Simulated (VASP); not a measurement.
# Ti (P6_3/mmc) in VASP: further runs

Ti is run at these levels: PBEsol; tasks: single point.

Program: VASP 6.6.1. These are calculated values, not measurements. Logs are shortened: lines on timing, memory, paths and dates and some standing lists are left out, and cuts for length are marked.

**1. The cell of the first run**

Symmetry: P6_3/mmc, No. 194, hexagonal system. Conventional cell: a = 2.916 Å, b = 2.916 Å, c = 4.724 Å, α = 90.00°, β = 90.00°, γ = 120.00°. Within 3.8 Å of Ti (site symmetry -6m2) lie 12 Ti at 2.90 to 2.92 Å.

**2. Single point, PBEsol**

The input, INCAR:

```
ALGO = Normal
EDIFF = 1E-6
ENCUT = 520
GGA = PS
ISIF = 2
ISMEAR = -1
LASPH = True
LCHARG = False
LREAL = False
LWAVE = False
NBANDS = 19
NELM = 100
PREC = Accurate
SIGMA = 0.05
```

The input, KPOINTS:

```
k-points
0
Gamma
  12 12 7
```

The input, POSCAR:

```
Ti
1.0
    2.9162152113      0.0000000000      0.0000000000
   -1.4581076057      2.5255164559      0.0000000000
    0.0000000000      0.0000000000      4.7242686424
Ti
2
Direct
    0.3333333333      0.6666666667      0.2500000000
    0.6666666667      0.3333333333      0.7500000000
```

Potentials or basis: VASP PAW PBE potentials, release 64 (Ti_sv).

Command:

```
$ cat potpaw_PBE.64/Ti_sv/POTCAR > POTCAR
$ mpirun -np 1 vasp_std > vasp.out
```

OUTCAR:

```text
EDIFF = 1E-6
   ENCUT = 520
   GGA = PS
   ISIF = 2
   ISMEAR = -1
   LASPH = True
   LREAL = False
   NELM = 100
   PREC = Accurate

 ion  position               nearest neighbor table
   1  0.333  0.667  0.250-   2 2.90   2 2.90   2 2.90   2 2.90   2 2.90   2 2.90
   2  0.667  0.333  0.750-   1 2.90   1 2.90   1 2.90   1 2.90   1 2.90   1 2.90

  LATTYP: Found a hexagonal cell.
 ALAT       =     2.9162152113
 C/A-ratio  =     1.6200000000

  Lattice vectors:

 A1 = (   2.9162152113,   0.0000000000,   0.0000000000)
 A2 = (  -1.4581076057,   2.5255164559,   0.0000000000)
 A3 = (   0.0000000000,   0.0000000000,   4.7242686424)

Analysis of symmetry for initial positions (statically):
=====================================================================
 Subroutine PRICEL returns:
 Original cell was already a primitive cell.

 Routine SETGRP: Setting up the symmetry group for a
 hexagonal supercell.

 Subroutine GETGRP returns: Found 24 space group operations
 (whereof 12 operations were pure point group operations)
 out of a pool of 24 trial point group operations.

The static configuration has the point symmetry D_3d.
 The point group associated with its full space group is D_6h.

Analysis of symmetry for dynamics (positions and initial velocities):
=====================================================================
 Subroutine PRICEL returns:
 Original cell was already a primitive cell.

 Routine SETGRP: Setting up the symmetry group for a
 hexagonal supercell.

 Subroutine GETGRP returns: Found 24 space group operations
 (whereof 12 operations were pure point group operations)
 out of a pool of 24 trial point group operations.

The dynamic configuration has the point symmetry D_3d.
 The point group associated with its full space group is D_6h.

 Subroutine INISYM returns: Found 24 space group operations
 (whereof 12 operations are pure point group operations),
 and found     1 'primitive' translations

----------------------------------------------------------------------------------------

                                     Primitive cell

  volume of cell :      34.7940

  direct lattice vectors                    reciprocal lattice vectors
     2.916215211  0.000000000  0.000000000     0.342910220  0.197979308  0.000000000
    -1.458107606  2.525516456  0.000000000     0.000000000  0.395958616  0.000000000
     0.000000000  0.000000000  4.724268642     0.000000000  0.000000000  0.211672975

  length of vectors
     2.916215211  2.916215211  4.724268642     0.395958616  0.395958616  0.211672975

  position of ions in fractional coordinates (direct lattice)
     0.333333333  0.666666667  0.250000000
     0.666666667  0.333333333  0.750000000

  ion indices of the primitive-cell ions
   primitive index   ion index
                 1           1
                 2           2

----------------------------------------------------------------------------------------

 KPOINTS: k-points

Automatic generation of k-mesh.
 Grid dimensions read from file:
 generate k-points for:   12   12    7

 Generating k-lattice:

  Cartesian coordinates                     Fractional coordinates (reciprocal lattice)
     0.028575852  0.016498276  0.000000000     0.083333333  0.000000000  0.000000000
     0.000000000  0.032996551  0.000000000     0.000000000  0.083333333  0.000000000
     0.000000000  0.000000000  0.030238996     0.000000000  0.000000000  0.142857143

  Length of vectors
     0.032996551  0.032996551  0.030238996

  Shift w.r.t. Gamma in fractional coordinates (k-lattice)
     0.000000000  0.000000000  0.000000000

 Subroutine IBZKPT returns following result:
 ===========================================

 Found     76 irreducible k-points:

 Following reciprocal coordinates:
            Coordinates               Weight
  0.000000  0.000000  0.000000      1.000000
  0.083333 -0.000000  0.000000      6.000000
  0.166667 -0.000000  0.000000      6.000000
  0.250000  0.000000  0.000000      6.000000
  0.333333  0.000000  0.000000      6.000000
  0.416667  0.000000  0.000000      6.000000
[... 16 lines left out ...]
  0.250000  0.000000  0.142857     12.000000
  0.333333  0.000000  0.142857     12.000000
 [... further k-points ...]
   k-points           NKPTS =     76   k-points in BZ     NKDIM =     76   number of bands    NBANDS=     19
   number of dos      NEDOS =    301   number of ions     NIONS =      2
   total plane-waves  NPLWV =  20736
   dimension x,y,z NGX =    24 NGY =   24 NGZ =   36
   dimension x,y,z NGXF=    48 NGYF=   48 NGZF=   72
   ions per type =               2
   NGX,Y,Z   is equivalent  to a cutoff of  13.68, 13.68, 12.67 a.u.
   NGXF,Y,Z  is equivalent  to a cutoff of  27.36, 27.36, 25.34 a.u.
 SYSTEM =  unknown system
   PREC   = accura    normal or accurate (medium, high low for compatibility)
   ISTART =      0    job   : 0-new  1-cont  2-samecut
   ICHARG =      2    charge: 1-file 2-atom 10-const
   ISPIN  =      1    spin polarized calculation?
   LNONCOLLINEAR =      F non collinear calculations
   LSORBIT =      F    spin-orbit coupling
   LASPH  =      T    aspherical Exc in radial PAW
   ENCUT  =  520.0 eV  38.22 Ry    6.18 a.u.   5.42  5.42  8.78*2*pi/ulx,y,z
   NELM   =    100;   NELMIN=  2; NELMDL= -5     # of ELM steps
   EDIFF  = 0.1E-05   stopping-criterion for ELM
   LREAL  =      F    real-space projection
   EDIFFG = 0.1E-04   stopping-criterion for IOM
   NSW    =      0    number of steps for IOM
   IBRION =     -1    ionic relax: 0-MD 1-quasi-New 2-CG
   NFREE  =      0    steps in history (QN), initial steepest desc. (CG)
   ISIF   =      2    stress and relaxation
   ISYM   =      2    0-nonsym 1-usesym 2-fastsym
   POTIM  = 0.5000    time-step for ionic-motion
   TEBEG  =    0.0;   TEEND  =   0.0 temperature during run
   PSTRESS=    0.0 pullay stress
   NELECT =      24.0000    total number of electrons
   NUPDOWN=      -1.0000    fix difference up-down
   EMIN   =  10.00;   EMAX   =-10.00  energy-range for DOS
   EFERMI =   0.00;   METHOD = LEGACY
   ISMEAR =    -1;   SIGMA  =   0.05  broadening in eV -4-tet -1-fermi 0-gaus
   EFERMI_NEDOS =   21; number of points for ismear=-14 and -15
   IALGO  =     38    algorithm
   IMIX   =      4    mixing-type and parameters
     AMIX     =   0.40;   BMIX     =  1.00
     AMIX_MAG =   1.60;   BMIX_MAG =  1.00
  volume/ion in A,a.u.               =      17.40       117.40
  Fermi-wavevector in a.u.,A,eV,Ry     =   1.446473  2.733438 28.467271  2.092285
  Thomas-Fermi vector in A             =   2.564538
   LORBIT       =      0    0 simple, 1 ext, 2 COOP (PROOUT), +10 PAW based schemes
   GGA     = PS    functional components
   LHFCALC =     F    Hartree Fock is set to
   AEXX    =    0.0000 exact exchange contribution
   IVDW    =     0    specifies the selected vdW correction
   LEPSILON=     F    determine dielectric tensor
   LRPA    =     F    only Hartree local field effects (RPA)
 non-spin polarized calculation
  energy-cutoff  :      520.00
  volume of cell :       34.79
 maximum number of plane-waves:       966
 NGX is ok and might be reduce to    24
   NGX = 11   NGY = 11   NGZ = 17

 number of electron      23.9999992 magnetization

 Free energy of the ion-electron system (eV)
  ---------------------------------------------------
  ext. energy  EPLUGINS =         0.00000000
  ---------------------------------------------------
  free energy    TOTEN  =       -16.66137400 eV

  energy without entropy =      -16.64279704  energy(sigma->0) =      -16.65208552

 E-fermi :   8.1874     XC(G=0): -11.6273

 val. band max:        8.1574363274   @ k =   0.4167   0.1667   0.4286
 cond. band min:       8.1932838717   @ k =   0.1667  -0.0000   0.0000
 fundamental gap:      0.0358475443
 Fermi energy:         8.1873694953

 k-point     1 :       0.0000    0.0000    0.0000
  band No.  band energies     occupation
      1     -48.4329      2.00000
      2     -48.3054      2.00000
      3     -25.1054      2.00000
      4     -24.4584      2.00000
      5     -24.4584      2.00000
      6     -24.4229      2.00000
[... 11 lines left out ...]
     18       9.9171      0.00000
     19      11.3523      0.00000

 k-point     2 :       0.0833   -0.0000    0.0000
  band No.  band energies     occupation
      1     -48.4257      2.00000
      2     -48.3021      2.00000
      3     -25.0901      2.00000
      4     -24.4922      2.00000
      5     -24.4692      2.00000
      6     -24.4286      2.00000
[... 11 lines left out ...]
     18       9.8098      0.00000
     19      11.4053      0.00000

 k-point     3 :       0.1667   -0.0000    0.0000
  band No.  band energies     occupation
      1     -48.4057      2.00000
      2     -48.2933      2.00000
      3     -25.0466      2.00000
      4     -24.5849      2.00000
      5     -24.4977      2.00000
      6     -24.4966      2.00000
[... 11 lines left out ...]
     18       9.9362      0.00000
     19      11.5138      0.00000

 k-point     4 :       0.2500    0.0000    0.0000
  band No.  band energies     occupation
      1     -48.3773      2.00000
      2     -48.2824      2.00000
      3     -24.9812      2.00000
      4     -24.7125      2.00000
      5     -24.6199      2.00000
      6     -24.5351      2.00000
[... 11 lines left out ...]
     18      10.4676      0.00000
     19      11.6114      0.00000

 k-point     5 :       0.3333    0.0000    0.0000
  band No.  band energies     occupation
      1     -48.3467      2.00000
      2     -48.2734      2.00000
      3     -24.9048      2.00000
      4     -24.8408      2.00000
      5     -24.7390      2.00000
      6     -24.5714      2.00000
[... 11 lines left out ...]
     18      11.0649      0.00000
     19      11.6750      0.00000
[... 334 lines left out ...]
      2     -48.3083      2.00000
      3     -25.0594      2.00000
      4     -24.4873      2.00000
      5     -24.4704      2.00000
      6     -24.4645      2.00000
[... 11 lines left out ...]
     18      10.0039      0.00000
     19      11.3954      0.00000

 k-point    22 :       0.1667   -0.0000    0.1429
  band No.  band energies     occupation
      1     -48.4002      2.00000
      2     -48.2990      2.00000
      3     -25.0217      2.00000
      4     -24.5780      2.00000
      5     -24.5319      2.00000
      6     -24.4923      2.00000
[... 11 lines left out ...]
     18       9.9808      0.00000
     19      11.4818      0.00000

 k-point    23 :       0.2500    0.0000    0.1429
  band No.  band energies     occupation
      1     -48.3726      2.00000
      2     -48.2871      2.00000
      3     -24.9696      2.00000
      4     -24.6993      2.00000
      5     -24.6439      2.00000
      6     -24.5289      2.00000
[... 11 lines left out ...]
     18      10.4229      0.00000
     19      11.5590      0.00000

 k-point    24 :       0.3333    0.0000    0.1429
  band No.  band energies     occupation
      1     -48.3430      2.00000
      2     -48.2771      2.00000
      3     -24.9342      2.00000
      4     -24.8012      2.00000
      5     -24.7519      2.00000
      6     -24.5644      2.00000
[... 11 lines left out ...]
     18      10.9739      0.00000
     19      11.6206      0.00000

 [... further k-points ...]
[... 5 lines left out ...]
  --------------------------------------------------------------------------------------
  -------------------------------------------------------------------------------------
  Total       -0.8039242     -0.8039242     -1.3748525      0.0000000      0.0000000      0.0000000
  in kB      -37.0187134    -37.0187134    -63.3085466      0.0000000      0.0000000      0.0000000
  external PRESSURE =     -45.7819912 kB  Pullay stress =       0.0000000 kB

 VOLUME and BASIS-vectors are now :
 -----------------------------------------------------------------------------
  energy-cutoff  :      520.00
  volume of cell :       34.79
      direct lattice vectors                 reciprocal lattice vectors
     2.916215211  0.000000000  0.000000000     0.342910220  0.197979308  0.000000000
    -1.458107606  2.525516456  0.000000000     0.000000000  0.395958616  0.000000000
     0.000000000  0.000000000  4.724268642     0.000000000  0.000000000  0.211672975

 POSITION                                       TOTAL-FORCE (eV/Angst)
 -----------------------------------------------------------------------------------
     -0.00000      1.68368      1.18107        -0.000000     -0.000000      0.000000
      1.45811      0.84184      3.54320         0.000000      0.000000      0.000000
 -----------------------------------------------------------------------------------
    total drift:                               -0.000000      0.000000     -0.000000

  FREE ENERGIE OF THE ION-ELECTRON SYSTEM (eV)
  ---------------------------------------------------
  free  energy   TOTEN  =       -16.6613740003 eV

  energy  without entropy=      -16.6427970374  energy(sigma->0) =      -16.65208552
```

It took 30 s on 1 thread of AMD EPYC 9R45 (Zen 5), shared host; peak memory 0.15 GiB.

What came out:

```
Free energy            : -16.6614 eV
Pressure               : -4.6 GPa
Band gap on the k mesh : zero (band 12 reaches 8.94 eV, above the bottom of band 13 at 7.90 eV)
```

Levels at points of the mesh, in eV from the Fermi level:
| k point | band 9 | band 10 | band 11 | band 12 | band 13 | band 14 | band 15 | band 16 |
| --- | --- | --- | --- | --- | --- | --- | --- | --- |
| (0.00, 0.00, 0.00) | -6.20 | -2.70 | 0.58 | 0.75 | 0.80 | 0.80 | 1.26 | 1.26 |
| (0.50, 0.00, 0.00) | -2.32 | -2.15 | -1.87 | -0.53 | 0.54 | 0.58 | 1.09 | 3.43 |

Caveat: the PAW data sets were made with another functional, which shifts forces and pressure a little.

**3. Single point, PBEsol**

The input, INCAR:

```
SYSTEM = Ti
PREC = Accurate
ENCUT = 520
EDIFF = 1E-7
ISMEAR = -1
SIGMA = 0.05
LREAL = .FALSE.
LASPH = .TRUE.
NELM = 80
ALGO = Normal
ISIF = 2
LWAVE = .FALSE.
LCHARG = .FALSE.
GGA = PS
NBANDS = 19
```

The input, KPOINTS:

```
regular mesh
0
G
  12 12 7
  0 0 0
```

POSCAR is that of step 2.

Potentials or basis: VASP PAW PBE potentials, release 64 (Ti_sv).

Command:

```
$ cat potpaw_PBE.64/Ti_sv/POTCAR > POTCAR
$ mpirun -np 1 vasp_std > vasp.out
```

OUTCAR:

```text
SYSTEM = Ti
   PREC = Accurate
   ENCUT = 520
   EDIFF = 1E-7
   ISMEAR = -1
   LREAL = .FALSE.
   LASPH = .TRUE.
   NELM = 80
   ISIF = 2
   GGA = PS

 ion  position               nearest neighbor table
   1  0.333  0.667  0.250-   2 2.90   2 2.90   2 2.90   2 2.90   2 2.90   2 2.90
   2  0.667  0.333  0.750-   1 2.90   1 2.90   1 2.90   1 2.90   1 2.90   1 2.90

  LATTYP: Found a hexagonal cell.
 ALAT       =     2.9162152113
 C/A-ratio  =     1.6200000000

  Lattice vectors:

 A1 = (   2.9162152113,   0.0000000000,   0.0000000000)
 A2 = (  -1.4581076057,   2.5255164559,   0.0000000000)
 A3 = (   0.0000000000,   0.0000000000,   4.7242686424)

Analysis of symmetry for initial positions (statically):
=====================================================================
 Subroutine PRICEL returns:
 Original cell was already a primitive cell.

 Routine SETGRP: Setting up the symmetry group for a
 hexagonal supercell.

 Subroutine GETGRP returns: Found 24 space group operations
[... 155 lines left out ...]
   NGX = 11   NGY = 11   NGZ = 17

 number of electron      23.9999992 magnetization

 Free energy of the ion-electron system (eV)
  ---------------------------------------------------
  ext. energy  EPLUGINS =         0.00000000
  ---------------------------------------------------
  free energy    TOTEN  =       -16.66137409 eV

  energy without entropy =      -16.64279764  energy(sigma->0) =      -16.65208586

 E-fermi :   8.1874     XC(G=0): -11.6273

 val. band max:        8.1574843298   @ k =   0.4167   0.1667   0.4286
 cond. band min:       8.1933323308   @ k =   0.1667  -0.0000   0.0000
 fundamental gap:      0.0358480010
 Fermi energy:         8.1874191833

 k-point     1 :       0.0000    0.0000    0.0000
  band No.  band energies     occupation
      1     -48.4328      2.00000
      2     -48.3053      2.00000
      3     -25.1053      2.00000
      4     -24.4583      2.00000
      5     -24.4583      2.00000
      6     -24.4228      2.00000
[... 505 lines left out ...]
      6     -24.5643      2.00000
[... 11 lines left out ...]
     18      10.9740      0.00000
     19      11.6207      0.00000

 [... further k-points ...]
[... 5 lines left out ...]
  --------------------------------------------------------------------------------------
  -------------------------------------------------------------------------------------
  Total       -0.8064055     -0.8064055     -1.3764743      0.0000000     -0.0000000      0.0000000
  in kB      -37.1329701    -37.1329701    -63.3832258      0.0000000     -0.0000000      0.0000000
  external PRESSURE =     -45.8830553 kB  Pullay stress =       0.0000000 kB

 VOLUME and BASIS-vectors are now :
 -----------------------------------------------------------------------------
  energy-cutoff  :      520.00
  volume of cell :       34.79
      direct lattice vectors                 reciprocal lattice vectors
     2.916215211  0.000000000  0.000000000     0.342910220  0.197979308  0.000000000
    -1.458107606  2.525516456  0.000000000     0.000000000  0.395958616  0.000000000
     0.000000000  0.000000000  4.724268642     0.000000000  0.000000000  0.211672975

 POSITION                                       TOTAL-FORCE (eV/Angst)
 -----------------------------------------------------------------------------------
     -0.00000      1.68368      1.18107        -0.000000      0.000000      0.000000
      1.45811      0.84184      3.54320         0.000000     -0.000000      0.000000
 -----------------------------------------------------------------------------------
    total drift:                               -0.000000      0.000000     -0.000000

  FREE ENERGIE OF THE ION-ELECTRON SYSTEM (eV)
  ---------------------------------------------------
  free  energy   TOTEN  =       -16.6613740866 eV

  energy  without entropy=      -16.6427976352  energy(sigma->0) =      -16.65208586
```

OSZICAR:

```text
N       E                     dE             d eps       ncg     rms          rms(c)
DAV:   1     0.261629671252E+03    0.26163E+03   -0.13078E+04  2896   0.158E+03
DAV:   2     0.113386722724E+02   -0.25029E+03   -0.24618E+03  2987   0.441E+02
DAV:   3    -0.177096832969E+02   -0.29048E+02   -0.28724E+02  5363   0.123E+02
DAV:   4    -0.189608169663E+02   -0.12511E+01   -0.12496E+01  3395   0.263E+01
DAV:   5    -0.190233006807E+02   -0.62484E-01   -0.62474E-01  4268   0.418E+00    0.124E+01
DAV:   6    -0.166762231053E+02    0.23471E+01   -0.83716E+00  3377   0.289E+01    0.295E+00
DAV:   7    -0.166458449635E+02    0.30378E-01   -0.79461E-01  4334   0.638E+00    0.207E+00
DAV:   8    -0.166687474727E+02   -0.22903E-01   -0.20460E-01  3192   0.528E+00    0.685E-01
DAV:   9    -0.166608902746E+02    0.78572E-02   -0.47108E-02  3359   0.215E+00    0.762E-02
DAV:  10    -0.166613125209E+02   -0.42225E-03   -0.30784E-03  4293   0.328E-01    0.922E-02
DAV:  11    -0.166613812896E+02   -0.68769E-04   -0.14712E-04  3251   0.862E-02    0.370E-02
DAV:  12    -0.166613739072E+02    0.73824E-05   -0.38068E-05  3584   0.507E-02    0.826E-03
DAV:  13    -0.166613740086E+02   -0.10136E-06   -0.16070E-06  3174   0.120E-02    0.676E-04
DAV:  14    -0.166613740866E+02   -0.78052E-07   -0.15894E-07  2484   0.228E-03
   1 F= -.16661374E+02 E0= -.16652086E+02  d E =-.185765E-01
```

It took 34 s on 1 thread of AMD EPYC 9R45 (Zen 5), shared host; peak memory 0.15 GiB.

Results:

```
Free energy            : -16.6614 eV
Pressure               : -4.6 GPa
Band gap on the k mesh : zero (band 12 reaches 8.94 eV, above the bottom of band 13 at 7.90 eV)
```

Stress tensor (GPa, compression positive):
```
-3.71  0.00  0.00
 0.00 -3.71  0.00
 0.00  0.00 -6.34
```

Caveat: the PAW data sets were made with another functional, which shifts forces and pressure a little.
